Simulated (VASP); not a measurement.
# Ga2P (I4/mmm) in VASP: single point with PBE

Aim: the single point of Ga2P with PBE.

All numbers are computed with VASP 6.6.1; they aren't measurements. Logs are shortened: lines on timing, memory, paths and dates and some standing lists are left out, and cuts for length are marked.

## (1) The cell of the first run

The structure is tetragonal, space group I4/mmm (No. 139). The conventional cell has a = 3.190 Å, b = 3.190 Å, c = 10.633 Å, α = 90.00°, β = 90.00°, γ = 90.00°. Ga (site symmetry 4mm) has 5 P at 2.75 to 3.74 Å and 9 Ga at 3.13 to 3.19 Å within 3.8 Å. P (site symmetry 4/mmm) has 10 Ga at 2.75 to 3.74 Å and 4 P at 3.19 Å within 3.8 Å.

## (2) Single point, PBE

INCAR

```
PREC = Accurate
ENCUT = 520
EDIFF = 1E-7
ISMEAR = 0
SIGMA = 0.1
LREAL = F
LASPH = T
NELM = 60
ALGO = Normal
ISIF = 2
LWAVE = F
LCHARG = F
GGA = PE
NBANDS = 22
```

KPOINTS

```
Automatic mesh
0
Gamma
  20 20 20
```

POSCAR

```
Ga2P
1.0
   -1.5951470828      1.5951470828      5.3164795702
    1.5951470828     -1.5951470828      5.3164795702
    1.5951470828      1.5951470828     -5.3164795702
Ga P
2 1
Direct
    0.3520913498      0.3520913498      0.0000000000
    0.6479086502      0.6479086502      0.0000000000
    0.0000000000      0.0000000000      0.0000000000
```

Potentials or basis: VASP PAW PBE potentials, release 64 (Ga_d, P).

Run with:

```
> cat potpaw_PBE.64/Ga_d/POTCAR potpaw_PBE.64/P/POTCAR > POTCAR
> mpirun -np 1 vasp_std > vasp.out
```

OUTCAR:

```text
PREC = Accurate
   ENCUT = 520
   EDIFF = 1E-7
   ISMEAR = 0
   LREAL = F
   LASPH = T
   NELM = 60
   ISIF = 2
   GGA = PE

 ion  position               nearest neighbor table
   1  0.352  0.352  0.000-   3 2.75   3 2.75   3 2.75   3 2.75
   2  0.648  0.648  0.000-   3 2.75   3 2.75   3 2.75   3 2.75
   3  0.000  0.000  0.000-   1 2.75   2 2.75   2 2.75   2 2.75   2 2.75   1 2.75   1 2.75   1 2.75

  LATTYP: Found a body centered tetragonal cell.
 ALAT       =     3.1902941656
 C/A-ratio  =     3.3329086876

  Lattice vectors:

 A1 = (  -1.5951470828,   1.5951470828,   5.3164795702)
 A2 = (   1.5951470828,  -1.5951470828,   5.3164795702)
 A3 = (   1.5951470828,   1.5951470828,  -5.3164795702)

Analysis of symmetry for initial positions (statically):
=====================================================================
 Subroutine PRICEL returns:
 Original cell was already a primitive cell.

 Routine SETGRP: Setting up the symmetry group for a
 body centered tetragonal supercell.

 Subroutine GETGRP returns: Found 16 space group operations
 (whereof 16 operations were pure point group operations)
 out of a pool of 16 trial point group operations.

The static configuration has the point symmetry D_4h.

Analysis of symmetry for dynamics (positions and initial velocities):
=====================================================================
 Subroutine PRICEL returns:
 Original cell was already a primitive cell.

 Routine SETGRP: Setting up the symmetry group for a
 body centered tetragonal supercell.

 Subroutine GETGRP returns: Found 16 space group operations
 (whereof 16 operations were pure point group operations)
 out of a pool of 16 trial point group operations.

The dynamic configuration has the point symmetry D_4h.

 Subroutine INISYM returns: Found 16 space group operations
 (whereof 16 operations are pure point group operations),
 and found     1 'primitive' translations

----------------------------------------------------------------------------------------

                                     Primitive cell

  volume of cell :      54.1110

[... 83 lines left out ...]
   ICHARG =      2    charge: 1-file 2-atom 10-const
   ISPIN  =      1    spin polarized calculation?
   LNONCOLLINEAR =      F non collinear calculations
   LSORBIT =      F    spin-orbit coupling
   LASPH  =      T    aspherical Exc in radial PAW
   ENCUT  =  520.0 eV  38.22 Ry    6.18 a.u.  10.74 10.74 10.74*2*pi/ulx,y,z
   NELM   =     60;   NELMIN=  2; NELMDL= -5     # of ELM steps
   EDIFF  = 0.1E-06   stopping-criterion for ELM
   LREAL  =      F    real-space projection
   EDIFFG = 0.1E-05   stopping-criterion for IOM
   NSW    =      0    number of steps for IOM
   IBRION =     -1    ionic relax: 0-MD 1-quasi-New 2-CG
   NFREE  =      0    steps in history (QN), initial steepest desc. (CG)
   ISIF   =      2    stress and relaxation
   ISYM   =      2    0-nonsym 1-usesym 2-fastsym
   POTIM  = 0.5000    time-step for ionic-motion
   TEBEG  =    0.0;   TEEND  =   0.0 temperature during run
   PSTRESS=    0.0 pullay stress
   NELECT =      31.0000    total number of electrons
   NUPDOWN=      -1.0000    fix difference up-down
   EMIN   =  10.00;   EMAX   =-10.00  energy-range for DOS
   EFERMI =   0.00;   METHOD = LEGACY
   ISMEAR =     0;   SIGMA  =   0.10  broadening in eV -4-tet -1-fermi 0-gaus
   EFERMI_NEDOS =   21; number of points for ismear=-14 and -15
   IALGO  =     38    algorithm
   IMIX   =      4    mixing-type and parameters
     AMIX     =   0.40;   BMIX     =  1.00
     AMIX_MAG =   1.60;   BMIX_MAG =  1.00
  volume/ion in A,a.u.               =      18.04       121.72
  Fermi-wavevector in a.u.,A,eV,Ry     =   1.359670  2.569404 25.153126  1.848703
  Thomas-Fermi vector in A             =   2.486398
   LORBIT       =      0    0 simple, 1 ext, 2 COOP (PROOUT), +10 PAW based schemes
   GGA     = PE    functional components
   LHFCALC =     F    Hartree Fock is set to
   AEXX    =    0.0000 exact exchange contribution
   IVDW    =     0    specifies the selected vdW correction
   LEPSILON=     F    determine dielectric tensor
   LRPA    =     F    only Hartree local field effects (RPA)
 non-spin polarized calculation
 Gauss-broadening in eV      SIGMA  =   0.10
  energy-cutoff  :      520.00
  volume of cell :       54.11
 maximum number of plane-waves:      1478
 NGX is ok and might be reduce to    48
   NGX = 21   NGY = 21   NGZ = 21

 number of electron      31.0000005 magnetization

 Free energy of the ion-electron system (eV)
  ---------------------------------------------------
  ext. energy  EPLUGINS =         0.00000000
  ---------------------------------------------------
  free energy    TOTEN  =       -10.65752623 eV

  energy without entropy =      -10.65077087  energy(sigma->0) =      -10.65414855

 E-fermi :   6.1330     XC(G=0): -10.9565

 val. band max:        6.1309678091   @ k =  -0.3500  -0.3500   0.3500
 cond. band min:       6.1356721757   @ k =   0.3500   0.3500   0.1000
 fundamental gap:      0.0047043666
 Fermi energy:         6.1330461317

 k-point     1 :       0.0000    0.0000    0.0000
  band No.  band energies     occupation
      1      -8.6681      2.00000
      2      -8.6200      2.00000
      3      -8.5927      2.00000
      4      -8.5770      2.00000
      5      -8.5467      2.00000
      6      -8.5467      2.00000
[... 589 lines left out ...]
     21      13.0826      0.00000
     22      14.0526      0.00000

 [... further k-points ...]

------------------------ aborting loop because EDIFF is reached ----------------------------------------

  FORCE on cell =-STRESS in cart. coord.  units (eV):
  Direction    XX          YY          ZZ          XY          YZ          ZX
  --------------------------------------------------------------------------------------
  -------------------------------------------------------------------------------------
  Total        0.0302800      0.0302800      0.0168000      0.0000000      0.0000000     -0.0000000
  in kB        0.8965636      0.8965636      0.4974340      0.0000000      0.0000000     -0.0000000
  external PRESSURE =       0.7635204 kB  Pullay stress =       0.0000000 kB

 VOLUME and BASIS-vectors are now :
 -----------------------------------------------------------------------------
  energy-cutoff  :      520.00
  volume of cell :       54.11
      direct lattice vectors                 reciprocal lattice vectors
    -1.595147083  1.595147083  5.316479570     0.000000000  0.313450719  0.094047197
     1.595147083 -1.595147083  5.316479570     0.313450719  0.000000000  0.094047197
     1.595147083  1.595147083 -5.316479570     0.313450719  0.313450719  0.000000000

 POSITION                                       TOTAL-FORCE (eV/Angst)
 -----------------------------------------------------------------------------------
      0.00000      0.00000      3.74377         0.000000      0.000000     -0.004737
      0.00000      0.00000      6.88919        -0.000000     -0.000000      0.004737
      0.00000      0.00000      0.00000        -0.000000     -0.000000      0.000000
 -----------------------------------------------------------------------------------
    total drift:                                0.000000     -0.000000     -0.000000

  FREE ENERGIE OF THE ION-ELECTRON SYSTEM (eV)
  ---------------------------------------------------
  free  energy   TOTEN  =       -10.6575262274 eV

  energy  without entropy=      -10.6507708720  energy(sigma->0) =      -10.65414855
```

It took 21 min on 1 thread of AMD EPYC 9R45 (Zen 5), shared host; peak memory 0.81 GiB.

What came out:

```yaml
Free_energy: -10.6575 eV
Pressure: 0.1 GPa
Largest_force: 0.005 eV/Å
Band_gap_on_the_k_mesh: zero (an odd number of electrons rules out a gap without spin polarisation)
```

Forces in eV/Å, atoms in the order of the input:
```
Ga   0.000  0.000 -0.005
Ga   0.000  0.000  0.005
P    0.000  0.000  0.000
```
